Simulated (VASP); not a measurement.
# Ti (I4/mmm) in VASP: further runs, part 2 of 2

VASP 6.6.1. The steps go on from the part before.

### Step 4. Single point, r2SCAN (strain +0.0150 x Voigt [1, 1, 0, 0, 0, 0])

Input file POSCAR:

```
Ti
1.0
   -1.6656150000      1.6656150000      1.6410000000
    1.6656150000     -1.6656150000      1.6410000000
    1.6656150000      1.6656150000     -1.6410000000
Ti
1
Direct
    0.0000000000      0.0000000000      0.0000000000
```

Input file INCAR.step1:

```
  PREC = Accurate
  ENCUT = 520
  ISMEAR = 0
  SIGMA = 0.15
  LREAL = F
  LASPH = T
  NELM = 60
  NBANDS = 12
  GGA = PE
  ALGO = Normal
  EDIFF = 1E-4
  LWAVE = T
  LCHARG = F
```

Input file INCAR.step2:

```
  PREC = Accurate
  ENCUT = 520
  EDIFF = 1E-6
  ISMEAR = 0
  SIGMA = 0.15
  LREAL = F
  LASPH = T
  NELM = 60
  ALGO = Normal
  ISIF = 2
  LWAVE = F
  LCHARG = F
  METAGGA = R2SCAN
  LMIXTAU = T
  NBANDS = 12
  ISTART = 1
```

Input file KPOINTS:

```
Automatic mesh
0
Gamma
  20 20 20
```

Potentials or basis: VASP PAW PBE potentials, release 64 (Ti_sv).

On the command line:

```bash
cat potpaw_PBE.64/Ti_sv/POTCAR > POTCAR
cp INCAR.step1 INCAR
mpirun -np 1 vasp_std > vasp.out
cp INCAR.step2 INCAR
mpirun -np 1 vasp_std > vasp.out
```

OUTCAR:

```text
PREC = Accurate
   ENCUT = 520
   EDIFF = 1E-6
   ISMEAR = 0
   LREAL = F
   LASPH = T
   NELM = 60
   ISIF = 2
   METAGGA = R2SCAN
   ISTART = 1

 ion  position               nearest neighbor table
   1  0.000  0.000  0.000-

  LATTYP: Found a body centered tetragonal cell.
 ALAT       =     3.3312300000
 C/A-ratio  =     0.9852216749

  Lattice vectors:

 A1 = (  -1.6656150000,   1.6656150000,   1.6410000000)
[... 538 lines left out ...]
      9      10.6107      0.00000
     10      10.8725      0.00000
     11      19.3311      0.00000
     12      22.3393      0.00000

 [... further k-points ...]

------------------------ aborting loop because EDIFF is reached ----------------------------------------

  FORCE on cell =-STRESS in cart. coord.  units (eV):
  Direction    XX          YY          ZZ          XY          YZ          ZX
  --------------------------------------------------------------------------------------
  -------------------------------------------------------------------------------------
  Total       -0.5949468     -0.5949468     -0.6689045      0.0000000      0.0000000      0.0000000
  in kB      -52.3444790    -52.3444790    -58.8514099      0.0000000      0.0000000      0.0000000
  external PRESSURE =     -54.5134560 kB  Pullay stress =       0.0000000 kB

 VOLUME and BASIS-vectors are now :
 -----------------------------------------------------------------------------
  energy-cutoff  :      520.00
  volume of cell :       18.21
      direct lattice vectors                 reciprocal lattice vectors
    -1.665615000  1.665615000  1.641000000     0.000000000  0.300189420  0.304692261
     1.665615000 -1.665615000  1.641000000     0.300189420  0.000000000  0.304692261
     1.665615000  1.665615000 -1.641000000     0.300189420  0.300189420  0.000000000

 POSITION                                       TOTAL-FORCE (eV/Angst)
 -----------------------------------------------------------------------------------
      0.00000      0.00000      0.00000         0.000000      0.000000     -0.000000
 -----------------------------------------------------------------------------------
    total drift:                                0.000000      0.000000      0.000000

  FREE ENERGIE OF THE ION-ELECTRON SYSTEM (eV)
  ---------------------------------------------------
  free  energy   TOTEN  =       -12.8108561780 eV

  energy  without entropy=      -12.7838305990  energy(sigma->0) =      -12.79734339
```

OUTCAR.step1:

```text
PREC = Accurate
   ENCUT = 520
   ISMEAR = 0
   LREAL = F
   LASPH = T
[... 577 lines left out ...]

 POSITION                                       TOTAL-FORCE (eV/Angst)
 -----------------------------------------------------------------------------------
      0.00000      0.00000      0.00000         0.000000      0.000000     -0.000000
 -----------------------------------------------------------------------------------
    total drift:                                0.000000      0.000000      0.000000

  FREE ENERGIE OF THE ION-ELECTRON SYSTEM (eV)
  ---------------------------------------------------
  free  energy   TOTEN  =        -7.7209770732 eV

  energy  without entropy=       -7.6926643875  energy(sigma->0) =       -7.70682073
```

OSZICAR.step1:

```text
N       E                     dE             d eps       ncg     rms          rms(c)
DAV:   1     0.867222121286E+02    0.86722E+02   -0.65350E+03 15420   0.119E+03
DAV:   2    -0.440464819961E+01   -0.91127E+02   -0.88817E+02 15724   0.296E+02
DAV:   3    -0.875812583136E+01   -0.43535E+01   -0.42976E+01 21620   0.654E+01
DAV:   4    -0.885070189307E+01   -0.92576E-01   -0.92477E-01 17176   0.840E+00
DAV:   5    -0.885302218871E+01   -0.23203E-02   -0.23202E-02 18304   0.117E+00    0.798E+00
DAV:   6    -0.771426041724E+01    0.11388E+01   -0.28727E+00 16588   0.232E+01    0.194E+00
DAV:   7    -0.771291951880E+01    0.13409E-02   -0.64769E-02 17892   0.255E+00    0.121E+00
DAV:   8    -0.772050775599E+01   -0.75882E-02   -0.32398E-02 16300   0.206E+00    0.944E-02
DAV:   9    -0.772094496028E+01   -0.43720E-03   -0.18545E-03 18184   0.405E-01    0.656E-02
DAV:  10    -0.772097707317E+01   -0.32113E-04   -0.22784E-04 16200   0.152E-01
   1 F= -.77209771E+01 E0= -.77068207E+01  d E =-.283127E-01
```

Run time: 6.9 min. Hardware: 1 thread of Intel Xeon Platinum 8259CL at 2.50GHz (Skylake/Cascade Lake), shared host; peak memory 0.25 GiB.

Results:

| Quantity | Value |
| --- | --- |
| Free energy | -12.8109 eV |
| Pressure | -5.5 GPa |
| Band gap on the k mesh | zero (bands 6 and 7 overlap by 1.76 eV) |

Levels at points of the mesh, in eV from the Fermi level:
| k point | band 2 | band 3 | band 4 | band 5 | band 6 | band 7 | band 8 | band 9 | band 10 | band 11 |
| --- | --- | --- | --- | --- | --- | --- | --- | --- | --- | --- |
| (0.00, 0.00, 0.00) | -33.87 | -33.87 | -33.87 | -6.24 | 1.02 | 1.13 | 1.13 | 2.70 | 2.83 | 17.66 |
| (0.50, 0.00, 0.00) | -34.47 | -34.06 | -33.88 | -2.46 | -0.34 | 0.86 | 2.80 | 3.12 | 4.22 | 8.68 |
| (0.50, 0.50, 0.00) | -34.47 | -34.06 | -33.87 | -2.47 | -0.20 | 0.75 | 2.68 | 3.07 | 4.21 | 8.57 |
| (0.50, 0.50, 0.50) | -34.29 | -34.29 | -34.27 | -2.12 | -2.09 | 3.88 | 3.88 | 3.90 | 8.21 | 8.21 |

Caveat: the cell differs from its parent crystal (strain +0.0150 x Voigt [1, 1, 0, 0, 0, 0]); the cell stands under tension; the PAW data sets were made with another functional, which shifts forces and pressure a little.

### Step 5. Single point, r2SCAN (strain +0.0300 x Voigt [1, 1, 0, 0, 0, 0])

Input file POSCAR:

```
Ti
1.0
   -1.6902300000      1.6902300000      1.6410000000
    1.6902300000     -1.6902300000      1.6410000000
    1.6902300000      1.6902300000     -1.6410000000
Ti
1
Direct
    0.0000000000      0.0000000000      0.0000000000
```

Input file INCAR.step1:

```
SYSTEM = Ti
ALGO = Normal ; EDIFF = 1E-4
ENCUT = 520 ; GGA = PE
ISMEAR = 0 ; LASPH = .True.
LCHARG = .False. ; LREAL = .False.
LWAVE = .True. ; NBANDS = 12
NELM = 60 ; PREC = Accurate
SIGMA = 0.15
```

Input file INCAR.step2:

```
SYSTEM = Ti
ALGO = Normal ; EDIFF = 1E-6
ENCUT = 520 ; ISIF = 2
ISMEAR = 0 ; ISTART = 1
LASPH = .True. ; LCHARG = .False.
LMIXTAU = .True. ; LREAL = .False.
LWAVE = .False. ; METAGGA = R2SCAN
NBANDS = 12 ; NELM = 60
PREC = Accurate ; SIGMA = 0.15
```

Input file KPOINTS:

```
k-points
0
Gamma
  20 20 20
  0 0 0
```

On the command line:

```bash
cat potpaw_PBE.64/Ti_sv/POTCAR > POTCAR
cp INCAR.step1 INCAR
mpirun -np 1 vasp_std > vasp.out
cp INCAR.step2 INCAR
mpirun -np 1 vasp_std > vasp.out
```

Wall time 5.7 min (1 thread of Intel Xeon Platinum 8259CL at 2.50GHz (Skylake/Cascade Lake), shared host); peak memory 0.25 GiB.

Results (log left out):

* Free energy: -12.7899 eV
* Pressure: -8.0 GPa
* Band gap on the k mesh: zero (bands 6 and 7 overlap by 1.68 eV)

Stress tensor (GPa, compression positive):
```
-7.55  0.00  0.00
 0.00 -7.55  0.00
 0.00  0.00 -8.92
```

Levels at points of the mesh, in eV from the Fermi level:
| k point | band 3 | band 4 | band 5 | band 6 | band 7 | band 8 | band 9 | band 10 |
| --- | --- | --- | --- | --- | --- | --- | --- | --- |
| (0.00, 0.00, 0.00) | -33.97 | -33.97 | -6.18 | 0.91 | 1.13 | 1.13 | 2.54 | 2.79 |
| (0.50, 0.00, 0.00) | -34.15 | -33.98 | -2.39 | -0.35 | 0.81 | 2.71 | 3.04 | 4.06 |
| (0.50, 0.50, 0.00) | -34.14 | -33.97 | -2.41 | -0.10 | 0.61 | 2.50 | 2.93 | 4.04 |
| (0.50, 0.50, 0.50) | -34.35 | -34.32 | -2.04 | -1.98 | 3.73 | 3.73 | 3.76 | 7.84 |

Caveat: the cell differs from its parent crystal (strain +0.0300 x Voigt [1, 1, 0, 0, 0, 0]); the cell stands under tension; the PAW data sets were made with another functional, which shifts forces and pressure a little.

### Step 6. The runs side by side

| cell | gap on the mesh (eV) | pressure (GPa) |
| --- | --- | --- |
| a = 2.786 Å, angles 110.3, 110.3, 107.8°, 1 atom | none | 4.5 |
| a = 2.814 Å, angles 109.9, 109.9, 108.7°, 1 atom | none | 0.9 |
| a = 2.871 Å, angles 109.1, 109.1, 110.3°, 1 atom | none | -5.5 |
| a = 2.899 Å, angles 108.7, 108.7, 111.1°, 1 atom | none | -8.0 |

Alike in all rows: task single point; level r2SCAN; potentials or basis VASP PAW PBE potentials, release 64 (Ti_sv); no spin polarisation; k mesh 20 × 20 × 20; cutoff (eV) 520; smearing gaussian 0.15 eV.

Caveats: the PAW data sets were made with another functional, which shifts forces and pressure a little; the cell stands under tension (at least some runs); the cell stands under pressure (at least some runs).

Absolute energies hang on the potentials; compare differences alone.
